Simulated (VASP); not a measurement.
Wanted: the native input for a VASP 6.6.1 run.

- Task: single point
- Functional: LDA
- Potentials or basis: VASP PAW LDA potentials, release 64 (Ti_sv, Si)
- Cutoff: 520 eV
- k mesh: 8 × 8 × 6
- Occupations: fermi-dirac, width 0.1 eV
- Spin: no spin polarisation
- Dipole correction: no
- Further INCAR settings: ALGO = Normal; EDIFF = 1e-06; NBANDS = 15

The structure of TiSi lies in POSCAR:

```
TiSi
1.0
    1.8161780000     -2.1176240000      0.0000000000
    1.8161780000      2.1176240000      0.0000000000
    0.0000000000      0.0000000000      3.8039340000
Ti Si
1 1
Direct
    0.5000000000      0.5000000000      0.0000000000
    0.0000000000      0.0000000000      0.5000000000
```

One way to write it, as run:

INCAR

```
SYSTEM = TiSi
  PREC = Accurate
  ENCUT = 520
  EDIFF = 1E-6
  ISMEAR = -1
  SIGMA = 0.1
  LREAL = .False.
  LASPH = .True.
  NELM = 100
  ALGO = Normal
  ISIF = 2
  LWAVE = .False.
  LCHARG = .True.
  GGA = CA
  LELF = .True.
  LVHAR = .True.
  NBANDS = 15
```

KPOINTS

```
regular mesh
0
Gamma
  8 8 6
  0 0 0
```

Potentials or basis: VASP PAW LDA potentials, release 64 (Ti_sv, Si).

Launch:

```console
$ cat potpaw_LDA.64/Ti_sv/POTCAR potpaw_LDA.64/Si/POTCAR > POTCAR
$ mpirun -np 1 vasp_std > vasp.out
```

Results of the run:

The pressure is -7.5 GPa and the band gap on the k mesh is zero (band 8 reaches 10.74 eV, above the bottom of band 9 at 9.09 eV).

Wall time 36 s on 1 thread of Intel Xeon 8259CL, on a shared host, peak memory 0.16 GiB.
